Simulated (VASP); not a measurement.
# Cs (Im-3m) in VASP: notebook

Cs is run at these levels: r2SCAN; tasks: single point, relaxation of cell and atoms.

Everything below comes from runs of VASP 6.6.1. Logs are shortened: lines on timing, memory, paths and dates and some standing lists are left out, and cuts for length are marked.

### 1 The cell of the first run

It takes space group Im-3m (No. 229, cubic). Conventional cell: a = 6.270 Å, b = 6.270 Å, c = 6.270 Å, α = 90.00°, β = 90.00°, γ = 90.00°.

### 2 Single point, r2SCAN

Input file POSCAR:

```
Cs
1.0
   -3.1348858338      3.1348858338      3.1348858338
    3.1348858338     -3.1348858338      3.1348858338
    3.1348858338      3.1348858338     -3.1348858338
Cs
1
Direct
    0.0000000000      0.0000000000      0.0000000000
```

Input file INCAR.step1:

```
SYSTEM = Cs
ALGO = Normal ; EDIFF = 1E-4
ENCUT = 520 ; GGA = PE
ISMEAR = -1 ; LASPH = .True.
LCHARG = .False. ; LREAL = .False.
LWAVE = .True. ; NBANDS = 10
NELM = 80 ; PREC = Accurate
SIGMA = 0.1
```

Input file INCAR.step2:

```
SYSTEM = Cs
ALGO = Normal ; EDIFF = 1E-6
ENCUT = 520 ; ISIF = 2
ISMEAR = -1 ; ISTART = 1
LASPH = .True. ; LCHARG = .False.
LMIXTAU = .True. ; LREAL = .False.
LWAVE = .False. ; METAGGA = R2SCAN
NBANDS = 10 ; NELM = 80
PREC = Accurate ; SIGMA = 0.1
```

Input file KPOINTS:

```
k-points
0
Gamma
  8 8 8
  0 0 0
```

Potentials or basis: VASP PAW PBE potentials, release 64 (Cs_sv).

Command:

```sh
> cat potpaw_PBE.64/Cs_sv/POTCAR > POTCAR
> cp INCAR.step1 INCAR
> mpirun -np 1 vasp_std > vasp.out
> cp INCAR.step2 INCAR
> mpirun -np 1 vasp_std > vasp.out
```

OUTCAR:

```text
SYSTEM = Cs
   EDIFF = 1E-6
   ENCUT = 520
   ISIF = 2
   ISMEAR = -1
   ISTART = 1
   LASPH = .True.
   LREAL = .False.
   METAGGA = R2SCAN
   NELM = 80
   PREC = Accurate

 ion  position               nearest neighbor table
   1  0.000  0.000  0.000-

  LATTYP: Found a body centered cubic cell.
 ALAT       =     6.2697716676

  Lattice vectors:

 A1 = (  -3.1348858338,   3.1348858338,   3.1348858338)
 A2 = (   3.1348858338,  -3.1348858338,   3.1348858338)
 A3 = (   3.1348858338,   3.1348858338,  -3.1348858338)

Analysis of symmetry for initial positions (statically):
=====================================================================
 Subroutine PRICEL returns:
 Original cell was already a primitive cell.

 Routine SETGRP: Setting up the symmetry group for a
 body centered cubic supercell.

 Subroutine GETGRP returns: Found 48 space group operations
 (whereof 48 operations were pure point group operations)
 out of a pool of 48 trial point group operations.

The static configuration has the point symmetry O_h .

Analysis of symmetry for dynamics (positions and initial velocities):
=====================================================================
 Subroutine PRICEL returns:
 Original cell was already a primitive cell.

 Routine SETGRP: Setting up the symmetry group for a
 body centered cubic supercell.

 Subroutine GETGRP returns: Found 48 space group operations
 (whereof 48 operations were pure point group operations)
 out of a pool of 48 trial point group operations.

The dynamic configuration has the point symmetry O_h .

 Subroutine INISYM returns: Found 48 space group operations
 (whereof 48 operations are pure point group operations),
 and found     1 'primitive' translations

----------------------------------------------------------------------------------------

                                     Primitive cell

  volume of cell :     123.2325

  direct lattice vectors                    reciprocal lattice vectors
    -3.134885834  3.134885834  3.134885834     0.000000000  0.159495441  0.159495441
     3.134885834 -3.134885834  3.134885834     0.159495441  0.000000000  0.159495441
     3.134885834  3.134885834 -3.134885834     0.159495441  0.159495441  0.000000000

  length of vectors
     5.429781540  5.429781540  5.429781540     0.225560616  0.225560616  0.225560616

  position of ions in fractional coordinates (direct lattice)
     0.000000000  0.000000000  0.000000000

  ion indices of the primitive-cell ions
   primitive index   ion index
                 1           1

----------------------------------------------------------------------------------------

 KPOINTS: k-points

Automatic generation of k-mesh.
 Grid dimensions read from file:
 generate k-points for:    8    8    8

 Generating k-lattice:

  Cartesian coordinates                     Fractional coordinates (reciprocal lattice)
     0.000000000  0.019936930  0.019936930     0.125000000  0.000000000  0.000000000
     0.019936930  0.000000000  0.019936930     0.000000000  0.125000000  0.000000000
     0.019936930  0.019936930  0.000000000     0.000000000  0.000000000  0.125000000

  Length of vectors
     0.028195077  0.028195077  0.028195077

  Shift w.r.t. Gamma in fractional coordinates (k-lattice)
     0.000000000  0.000000000  0.000000000

 Subroutine IBZKPT returns following result:
 ===========================================

 Found     29 irreducible k-points:

 Following reciprocal coordinates:
            Coordinates               Weight
  0.000000  0.000000  0.000000      1.000000
  0.125000  0.000000  0.000000     12.000000
  0.250000  0.000000  0.000000     12.000000
  0.375000  0.000000  0.000000     12.000000
  0.500000  0.000000  0.000000      6.000000
  0.125000  0.125000  0.000000     24.000000
[... 16 lines left out ...]
 -0.250000  0.250000  0.250000      6.000000
 -0.375000  0.375000  0.250000     24.000000
 [... further k-points ...]
   k-points           NKPTS =     29   k-points in BZ     NKDIM =     29   number of bands    NBANDS=     10
   number of dos      NEDOS =    301   number of ions     NIONS =      1
   total plane-waves  NPLWV =  64000
   dimension x,y,z NGX =    40 NGY =   40 NGZ =   40
   dimension x,y,z NGXF=    80 NGYF=   80 NGZF=   80
   ions per type =               1
   NGX,Y,Z   is equivalent  to a cutoff of  12.25, 12.25, 12.25 a.u.
   NGXF,Y,Z  is equivalent  to a cutoff of  24.49, 24.49, 24.49 a.u.
 SYSTEM =  Cs
   PREC   = accura    normal or accurate (medium, high low for compatibility)
   ISTART =      1    job   : 0-new  1-cont  2-samecut
   ICHARG =      0    charge: 1-file 2-atom 10-const
   ISPIN  =      1    spin polarized calculation?
   LNONCOLLINEAR =      F non collinear calculations
   LSORBIT =      F    spin-orbit coupling
   LASPH  =      T    aspherical Exc in radial PAW
   ENCUT  =  520.0 eV  38.22 Ry    6.18 a.u.  10.10 10.10 10.10*2*pi/ulx,y,z
   NELM   =     80;   NELMIN=  2; NELMDL=  0     # of ELM steps
   EDIFF  = 0.1E-05   stopping-criterion for ELM
   LREAL  =      F    real-space projection
   EDIFFG = 0.1E-04   stopping-criterion for IOM
   NSW    =      0    number of steps for IOM
   IBRION =     -1    ionic relax: 0-MD 1-quasi-New 2-CG
   NFREE  =      0    steps in history (QN), initial steepest desc. (CG)
   ISIF   =      2    stress and relaxation
   ISYM   =      2    0-nonsym 1-usesym 2-fastsym
   POTIM  = 0.5000    time-step for ionic-motion
   TEBEG  =    0.0;   TEEND  =   0.0 temperature during run
   PSTRESS=    0.0 pullay stress
   NELECT =       9.0000    total number of electrons
   NUPDOWN=      -1.0000    fix difference up-down
   EMIN   =  10.00;   EMAX   =-10.00  energy-range for DOS
   EFERMI =   0.00;   METHOD = LEGACY
   ISMEAR =    -1;   SIGMA  =   0.10  broadening in eV -4-tet -1-fermi 0-gaus
   EFERMI_NEDOS =   21; number of points for ismear=-14 and -15
   IALGO  =     38    algorithm
   IMIX   =      4    mixing-type and parameters
     AMIX     =   0.40;   BMIX     =  1.00
     AMIX_MAG =   1.60;   BMIX_MAG =  1.00
  volume/ion in A,a.u.               =     123.23       831.61
  Fermi-wavevector in a.u.,A,eV,Ry     =   0.684301  1.293142  6.371174  0.468268
  Thomas-Fermi vector in A             =   1.763915
   LORBIT       =      0    0 simple, 1 ext, 2 COOP (PROOUT), +10 PAW based schemes
   METAGGA = R2SCAN    functional components
   LHFCALC =     F    Hartree Fock is set to
   AEXX    =    0.0000 exact exchange contribution
   IVDW    =     0    specifies the selected vdW correction
   LEPSILON=     F    determine dielectric tensor
   LRPA    =     F    only Hartree local field effects (RPA)
 non-spin polarized calculation
  energy-cutoff  :      520.00
  volume of cell :      123.23
 maximum number of plane-waves:      3352
   NGX = 21   NGY = 21   NGZ = 21

 number of electron       8.9999999 magnetization

 Free energy of the ion-electron system (eV)
  ---------------------------------------------------
  ext. energy  EPLUGINS =         0.00000000
  ---------------------------------------------------
  free energy    TOTEN  =       -25.03682144 eV

  energy without entropy =      -24.99592701  energy(sigma->0) =      -25.01637423

 E-fermi :   0.3766     XC(G=0):  -5.4560

 val. band max:        0.2718045788   @ k =   0.2500   0.1250   0.1250
 cond. band min:       0.3844680836   @ k =   0.2500   0.2500   0.0000
 fundamental gap:      0.1126635048
 Fermi energy:         0.3766239320

 k-point     1 :       0.0000    0.0000    0.0000
  band No.  band energies     occupation
      1     -24.4591      2.00000
      2     -10.8348      2.00000
      3     -10.8348      2.00000
      4     -10.8348      2.00000
      5      -1.3359      2.00000
      6       3.1452      0.00000
      7       3.1452      0.00000
      8       3.1452      0.00000
      9       3.9755      0.00000
     10       3.9755      0.00000

 k-point     2 :       0.1250    0.0000    0.0000
  band No.  band energies     occupation
      1     -24.4583      2.00000
      2     -10.8514      2.00000
      3     -10.8401      2.00000
      4     -10.8348      2.00000
      5      -1.1664      2.00000
      6       2.9183      0.00000
      7       2.9503      0.00000
      8       3.3113      0.00000
      9       3.7584      0.00000
     10       3.9357      0.00000

 k-point     3 :       0.2500    0.0000    0.0000
  band No.  band energies     occupation
      1     -24.4565      2.00000
      2     -10.8909      2.00000
      3     -10.8527      2.00000
      4     -10.8350      2.00000
      5      -0.6905      1.99995
      6       2.2432      0.00000
      7       2.5960      0.00000
      8       3.7983      0.00000
      9       3.8326      0.00000
     10       3.9427      0.00000

 k-point     4 :       0.3750    0.0000    0.0000
  band No.  band energies     occupation
      1     -24.4546      2.00000
      2     -10.9294      2.00000
      3     -10.8653      2.00000
      4     -10.8351      2.00000
      5      -0.0157      1.96123
      6       1.5703      0.00001
      7       2.3277      0.00000
      8       3.9256      0.00000
      9       4.1380      0.00000
     10       4.5665      0.00000
[... 222 lines left out ...]
 k-point    22 :       0.2500    0.2500    0.2500
  band No.  band energies     occupation
      1     -24.4535      2.00000
      2     -10.8889      2.00000
      3     -10.8889      2.00000
      4     -10.8889      2.00000
      5       1.3743      0.00009
      6       1.3743      0.00009
      7       1.3743      0.00009
      8       3.1047      0.00000
      9       4.5239      0.00000
     10       4.5239      0.00000

 k-point    23 :      -0.2500    0.2500    0.2500
  band No.  band energies     occupation
      1     -24.4541      2.00000
      2     -10.8928      2.00000
      3     -10.8722      2.00000
      4     -10.8722      2.00000
      5      -0.1176      1.98583
      6       2.0267      0.00000
      7       2.7956      0.00000
      8       2.7956      0.00000
      9       3.8711      0.00000
     10       4.0469      0.00000

 k-point    24 :      -0.3750    0.3750    0.2500
  band No.  band energies     occupation
      1     -24.4525      2.00000
      2     -10.9165      2.00000
      3     -10.8858      2.00000
      4     -10.8752      2.00000
      5       0.4677      0.57380
      6       1.5408      0.00002
      7       2.7622      0.00000
      8       2.7848      0.00000
      9       3.7092      0.00000
     10       4.4378      0.00000

 [... further k-points ...]

------------------------ aborting loop because EDIFF is reached ----------------------------------------

  FORCE on cell =-STRESS in cart. coord.  units (eV):
  Direction    XX          YY          ZZ          XY          YZ          ZX
  --------------------------------------------------------------------------------------
  -------------------------------------------------------------------------------------
  Total       -0.0006079     -0.0006079     -0.0006079      0.0000000     -0.0000000      0.0000000
  in kB       -0.0079039     -0.0079039     -0.0079039      0.0000000     -0.0000000      0.0000000
  external PRESSURE =      -0.0079039 kB  Pullay stress =       0.0000000 kB

 VOLUME and BASIS-vectors are now :
 -----------------------------------------------------------------------------
  energy-cutoff  :      520.00
  volume of cell :      123.23
      direct lattice vectors                 reciprocal lattice vectors
    -3.134885834  3.134885834  3.134885834     0.000000000  0.159495441  0.159495441
     3.134885834 -3.134885834  3.134885834     0.159495441  0.000000000  0.159495441
     3.134885834  3.134885834 -3.134885834     0.159495441  0.159495441  0.000000000

 POSITION                                       TOTAL-FORCE (eV/Angst)
 -----------------------------------------------------------------------------------
      0.00000      0.00000      0.00000        -0.000000      0.000000     -0.000000
 -----------------------------------------------------------------------------------
    total drift:                               -0.000000      0.000000     -0.000000

  FREE ENERGIE OF THE ION-ELECTRON SYSTEM (eV)
  ---------------------------------------------------
  free  energy   TOTEN  =       -25.0368214391 eV

  energy  without entropy=      -24.9959270119  energy(sigma->0) =      -25.01637423
```

Run time: 4.7 min. Hardware: 1 thread of Intel Xeon 8259CL, shared host; peak memory 0.26 GiB.

Results:

| Property | Result |
| --- | --- |
| Free energy | -25.0368 eV |
| Pressure | 0.0 GPa |
| Band gap on the k mesh | zero (an odd number of electrons rules out a gap without spin polarisation) |

Caveat: the PAW data sets were made with another functional, which shifts forces and pressure a little; spin-orbit coupling is left out, which moves the levels of the heavy elements.

### 3 Relaxation of cell and atoms, r2SCAN

This run uses another cell than the first one, of 110.45 Å³/atom.

Input file POSCAR:

```
Cs
1.0
   -3.0225000000      3.0225000000      3.0225000000
    3.0225000000     -3.0225000000      3.0225000000
    3.0225000000      3.0225000000     -3.0225000000
Cs
1
Direct
    0.0000000000      0.0000000000      0.0000000000
```

Input file INCAR.step1:

```
PREC = Accurate
ENCUT = 600
ISMEAR = -1
SIGMA = 0.1
LREAL = F
LASPH = T
NELM = 60
GGA = PE
ALGO = Normal
EDIFF = 1E-4
LWAVE = T
LCHARG = F
```

Input file INCAR.step2:

```
PREC = Accurate
ENCUT = 600
EDIFF = 1E-6
ISMEAR = -1
SIGMA = 0.1
LREAL = F
LASPH = T
NELM = 60
ALGO = Normal
ISIF = 3
LWAVE = F
LCHARG = F
METAGGA = R2SCAN
LMIXTAU = T
IBRION = 2
NSW = 80
EDIFFG = -0.01
ISTART = 1
```

Input file KPOINTS:

```
regular mesh
0
Gamma
  8 8 8
```

Potentials or basis: VASP PAW PBE potentials, release 64 (Cs_sv).

Command:

```sh
> cat potpaw_PBE.64/Cs_sv/POTCAR > POTCAR
> cp INCAR.step1 INCAR
> mpirun -np 1 vasp_std > vasp.out
> cp INCAR.step2 INCAR
> mpirun -np 1 vasp_std > vasp.out
```

OUTCAR:

```text
PREC = Accurate
   ENCUT = 600
   EDIFF = 1E-6
   ISMEAR = -1
   LREAL = F
   LASPH = T
   NELM = 60
   ISIF = 3
   METAGGA = R2SCAN
   IBRION = 2
   NSW = 80
   EDIFFG = -0.01
   ISTART = 1

 ion  position               nearest neighbor table
   1  0.000  0.000  0.000-

  LATTYP: Found a body centered cubic cell.
 ALAT       =     6.0450000000

  Lattice vectors:

 A1 = (  -3.0225000000,   3.0225000000,   3.0225000000)
 A2 = (   3.0225000000,  -3.0225000000,   3.0225000000)
 A3 = (   3.0225000000,   3.0225000000,  -3.0225000000)

Analysis of symmetry for initial positions (statically):
=====================================================================
 Subroutine PRICEL returns:
 Original cell was already a primitive cell.
[... 287 lines left out ...]
 cond. band min:       0.3889828005   @ k =   0.2500   0.2500   0.0000
 fundamental gap:      0.1127040910
 Fermi energy:         0.3809331656

 k-point     1 :       0.0000    0.0000    0.0000
  band No.  band energies     occupation
      1     -24.4543      2.00000
      2     -10.8296      2.00000
      3     -10.8296      2.00000
      4     -10.8296      2.00000
      5      -1.3334      2.00000
      6       3.1503      0.00000
      7       3.1503      0.00000
      8       3.1504      0.00000
[... 243 lines left out ...]
 k-point    24 :      -0.3750    0.3750    0.2500
  band No.  band energies     occupation
      1     -24.4476      2.00000
      2     -10.9119      2.00000
      3     -10.8809      2.00000
      4     -10.8703      2.00000
      5       0.4721      0.57335
      6       1.5445      0.00002
      7       2.7679      0.00000
      8       2.7907      0.00000

 [... further k-points ...]

------------------------ aborting loop because EDIFF is reached ----------------------------------------

  FORCE on cell =-STRESS in cart. coord.  units (eV):
  Direction    XX          YY          ZZ          XY          YZ          ZX
  --------------------------------------------------------------------------------------
  -------------------------------------------------------------------------------------
  Total        0.0021121      0.0021121      0.0021121      0.0000000     -0.0000000     -0.0000000
  in kB        0.0275068      0.0275068      0.0275068      0.0000000     -0.0000000     -0.0000000
  external PRESSURE =       0.0275068 kB  Pullay stress =       0.0000000 kB
[... 16 lines left out ...]
  FREE ENERGIE OF THE ION-ELECTRON SYSTEM (eV)
  ---------------------------------------------------
  free  energy   TOTEN  =       -25.0363489485 eV

  energy  without entropy=      -24.9954511260  energy(sigma->0) =      -25.01590004

 reached required accuracy - stopping structural energy minimisation
```

OUTCAR.step1:

```text
PREC = Accurate
   ENCUT = 600
   ISMEAR = -1
   LREAL = F
   LASPH = T
   NELM = 60
[... 478 lines left out ...]

 POSITION                                       TOTAL-FORCE (eV/Angst)
 -----------------------------------------------------------------------------------
      0.00000      0.00000      0.00000         0.000000      0.000000     -0.000000
 -----------------------------------------------------------------------------------
    total drift:                               -0.000000      0.000000      0.000000

  FREE ENERGIE OF THE ION-ELECTRON SYSTEM (eV)
  ---------------------------------------------------
  free  energy   TOTEN  =        -0.8680259960 eV

  energy  without entropy=       -0.8248862408  energy(sigma->0) =       -0.84645612
```

Wall time 17 min (1 thread of Intel Xeon 8259CL, shared host); peak memory 0.3 GiB.

Results:

```yaml
Free_energy: -25.0363 eV
Relaxed_volume: 123.02 Å³/atom
Relaxed_cell: a = 5.427 Å, b = 5.427 Å, c = 5.427 Å, α = 109.47°, β = 109.47°, γ = 109.47°
Space_group_after_relaxing_to_0.1_Å: Im-3m (No. 229)
Energy_gained_by_relaxing: 8.8 meV/atom
Ionic_steps: 4
Pressure_after_relaxing: 0.0 GPa
Band_gap_on_the_k_mesh: zero (an odd number of electrons rules out a gap without spin polarisation)
```

The path:
```csv
step,energy change (eV),largest force (eV/Å),pressure (GPa),volume (Å³)
1,0.0000,0.0000,0.24,110.45
2,-0.0035,0.0000,0.18,113.09
3,-0.0087,0.0000,0.03,121.28
4,-0.0088,0.0000,0.00,123.02
```

Final structure:
```cif
data_structure
_symmetry_space_group_name_H-M 'P 1'
_symmetry_Int_Tables_number 1
_cell_length_a 5.4267
_cell_length_b 5.4267
_cell_length_c 5.4267
_cell_angle_alpha 109.471
_cell_angle_beta 109.471
_cell_angle_gamma 109.471
_cell_volume 123.02
loop_
_atom_site_label
_atom_site_type_symbol
_atom_site_fract_x
_atom_site_fract_y
_atom_site_fract_z
_atom_site_occupancy
Cs1 Cs 0.00000 0.00000 0.00000 1
```

Caveat: the PAW data sets were made with another functional, which shifts forces and pressure a little; spin-orbit coupling is left out, which moves the levels of the heavy elements. Zero-point motion and thermal expansion aren't in these numbers.

The gap in the log of VASP goes by the Fermi energy; the results here count the filled bands.